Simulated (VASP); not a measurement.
A run of VASP 6.6.1:

The input POSCAR:

```
Ga
1.0
    1.4790000000     -4.1463000000      0.0000000000
    1.4790000000      4.1463000000      0.0000000000
    0.0000000000      0.0000000000      3.1700000000
Ga
2
Direct
    0.8670000000      0.1330000000      0.2500000000
    0.1330000000      0.8670000000      0.7500000000
```

INCAR.step1

```
SYSTEM = Ga
  PREC = Accurate
  ENCUT = 520
  ISMEAR = 0
  SIGMA = 0.15
  LREAL = .FALSE.
  LASPH = .TRUE.
  NELM = 100
  NBANDS = 20
  GGA = PE
  ALGO = Normal
  EDIFF = 1E-4
  LWAVE = .TRUE.
  LCHARG = .FALSE.
```

INCAR.step2

```
SYSTEM = Ga
  PREC = Accurate
  ENCUT = 520
  EDIFF = 1E-7
  ISMEAR = 0
  SIGMA = 0.15
  LREAL = .FALSE.
  LASPH = .TRUE.
  NELM = 100
  ALGO = Normal
  ISIF = 2
  LWAVE = .FALSE.
  LCHARG = .FALSE.
  METAGGA = R2SCAN
  LMIXTAU = .TRUE.
  NBANDS = 20
  ISTART = 1
```

Contents of KPOINTS:

```
regular mesh
0
G
  18 18 16
  0 0 0
```

Potentials or basis: VASP PAW PBE potentials, release 64 (Ga_d).

The run is started by

```sh
$ cat potpaw_PBE.64/Ga_d/POTCAR > POTCAR
$ cp INCAR.step1 INCAR
$ mpirun -np 1 vasp_std > vasp.out
$ cp INCAR.step2 INCAR
$ mpirun -np 1 vasp_std > vasp.out
```

Hardware: 1 thread of Oxide Virtual Turin-like Processor, on a shared host.

Estimate the wall time of this run.

Wall time 41 min on 1 thread of Oxide Virtual Turin-like Processor, with other jobs on the host, peak memory 0.56 GiB. Counts: k points 819.
